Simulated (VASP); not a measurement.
Write the native input for VASP 6.6.1 that does the following.

```yaml
Task: single point
Functional: r2SCAN
Dispersion: D3(BJ)
Potentials_or_basis: VASP PAW PBE potentials, release 64 (O, H, Cl)
Cutoff: 520 eV
k_mesh: 1 × 1 × 1
Occupations: fermi-dirac, width 0.02 eV
Spin: no spin polarisation
Dipole_correction: no
Further_INCAR_settings: ALGO = Normal; EDIFF = 1e-06; NBANDS = 33
```

System: H9ClO4.

```
O H Cl
1.0
     6.05778    0.00000    0.00000
     0.00000    6.05778    0.00000
     0.00000    0.00000    6.05778
O H Cl
4 9 1
Direct
  0.40680 0.09723 0.17267
  0.46884 0.41973 0.93254
  0.08713 0.30993 0.45611
  0.80338 0.06041 0.86614
  0.31099 0.99637 0.10278
  0.33534 0.14522 0.31868
  0.53629 0.34823 0.80563
  0.44289 0.30496 0.04580
  0.14147 0.44944 0.51408
  0.98866 0.27682 0.59098
  0.72862 0.91124 0.83704
  0.80333 0.09156 0.01182
  0.40985 0.68774 0.83910
  0.34544 0.83778 0.69615
```

These files were run (other wordings do the same):

POSCAR

```
H9ClO4
1.0
    6.0577750000      0.0000000000      0.0000000000
    0.0000000000      6.0577750000      0.0000000000
    0.0000000000      0.0000000000      6.0577750000
O H Cl
4 9 1
Direct
    0.4067995262      0.0972304188      0.1726706588
    0.4688355048      0.4197250641      0.9325371114
    0.0871276995      0.3099322771      0.4561080595
    0.8033807792      1.0604058421      0.8661430971
    0.3109887706     -0.0036316965      0.1027770097
    0.3353376446      0.1452183351      0.3186813640
    0.5362860126      0.3482301670      0.8056258280
    0.4428853828      0.3049634561      1.0457965177
    0.1414710847      0.4494389442      0.5140831411
   -0.0113407976      0.2768178085      0.5909760597
    0.7286173554      0.9112421640      0.8370400023
    0.8033312561      1.0915558930      1.0118236481
    0.4098534528      0.6877442625      0.8391034662
    0.3454403638      0.8377828493      0.6961466875
```

INCAR.step1

```
SYSTEM = H9ClO4
PREC     = Accurate       ! precision mode
ENCUT    = 520            ! plane-wave cutoff, eV
ISMEAR   = -1             ! smearing method
SIGMA    = 0.02           ! smearing width, eV
LREAL    = .FALSE.        ! projectors in reciprocal space
LASPH    = .TRUE.         ! aspherical terms in the spheres
NELM     = 100            ! most SCF steps
NBANDS   = 33             ! bands
GGA      = PE             ! functional
ALGO     = Normal         ! electronic algorithm
EDIFF    = 1E-4           ! SCF threshold, eV
LWAVE    = .TRUE.         ! write WAVECAR
LCHARG   = .FALSE.        ! write CHGCAR
```

INCAR.step2

```
SYSTEM = H9ClO4
PREC     = Accurate       ! precision mode
ENCUT    = 520            ! plane-wave cutoff, eV
EDIFF    = 1E-6           ! SCF threshold, eV
ISMEAR   = -1             ! smearing method
SIGMA    = 0.02           ! smearing width, eV
LREAL    = .FALSE.        ! projectors in reciprocal space
LASPH    = .TRUE.         ! aspherical terms in the spheres
NELM     = 100            ! most SCF steps
ALGO     = Normal         ! electronic algorithm
ISIF     = 2              ! what is computed and relaxed
LWAVE    = .FALSE.        ! write WAVECAR
LCHARG   = .FALSE.        ! write CHGCAR
METAGGA  = R2SCAN         ! meta-GGA
LMIXTAU  = .TRUE.       
IVDW     = 12             ! dispersion correction
VDW_S6   = 1.0          
VDW_S8   = 0.78981345   
VDW_A1   = 0.49484001   
VDW_A2   = 5.73083694   
NBANDS   = 33             ! bands
ISTART   = 1
```

KPOINTS

```
Automatic mesh
0
G
  1 1 1
  0 0 0
```

Potentials or basis: VASP PAW PBE potentials, release 64 (O, H, Cl).

The run is started by

```console
$ cat potpaw_PBE.64/O/POTCAR potpaw_PBE.64/H/POTCAR potpaw_PBE.64/Cl/POTCAR > POTCAR
$ cp INCAR.step1 INCAR
$ mpirun -np 1 vasp_gam > vasp.out
$ cp INCAR.step2 INCAR
$ mpirun -np 1 vasp_gam > vasp.out
```

Results of the run:

```json
{
  "Pressure": "-0.6 GPa",
  "Largest force": "5.585 eV/Å",
  "Dispersion energy per atom": "-0.014 eV"
}
```

Caveat: the k points lie up to 1.04 Å⁻¹ apart, too coarse for converged energies, forces and pressures; the atoms stand as in a frame of molecular dynamics; the PAW data sets were made with another functional, which shifts forces and pressure a little.

Run time: 70 s on 1 thread of Intel(R) Xeon(R) Platinum 8259CL CPU @ 2.50GHz (Skylake/Cascade Lake), on a shared host, peak memory 0.33 GiB.
